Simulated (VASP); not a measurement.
Write the native input for VASP 6.6.1 that does the following.

| Quantity | Value |
| --- | --- |
| Task | single point |
| Functional | LDA |
| Potentials or basis | VASP PAW LDA potentials, release 64 (Al, As) |
| Cutoff | 500 eV |
| k mesh | 10 × 10 × 10 |
| Occupations | gaussian, width 0.01 eV |
| Spin | no spin polarisation |
| Dipole correction | no |
| Further INCAR settings | ALGO = Normal; EDIFF = 1e-06; NBANDS = 11 |

The structure of AlAs lies in POSCAR:

```
AlAs
1.0
    0.0000000000      2.6806872524      2.6806872524
    2.6806872524      0.0000000000      2.6806872524
    2.6806872524      2.6806872524      0.0000000000
Al As
1 1
Direct
    0.0000000000      0.0000000000      0.0000000000
    0.7500000000      0.7500000000      0.7500000000
```

One way to write it, as run:

INCAR

```
SYSTEM = AlAs
ALGO = Normal
EDIFF = 1E-6
ENCUT = 500
GGA_COMPAT = .False.
ISIF = 2
ISMEAR = 0
LASPH = .True.
LCHARG = .False.
LREAL = .False.
LWAVE = .False.
NBANDS = 11
NELM = 120
PREC = Accurate
SIGMA = 0.01
```

KPOINTS

```
k-points
0
Gamma
  10 10 10
  0 0 0
```

Potentials or basis: VASP PAW LDA potentials, release 64 (Al, As).

Command:

```sh
$ cat potpaw_LDA.64/Al/POTCAR potpaw_LDA.64/As/POTCAR > POTCAR
$ mpirun -np 1 vasp_std > vasp.out
```

Results of the run:

- Pressure: 15.7 GPa
- Band gap on the k mesh: 1.02 eV (least direct gap 3.23 eV)

Caveat: the cell stands under pressure.

It took 8.8 s on 1 thread of Intel(R) Xeon(R) Platinum 8488C (Sapphire Rapids), with other jobs on the host, peak memory 0.15 GiB.
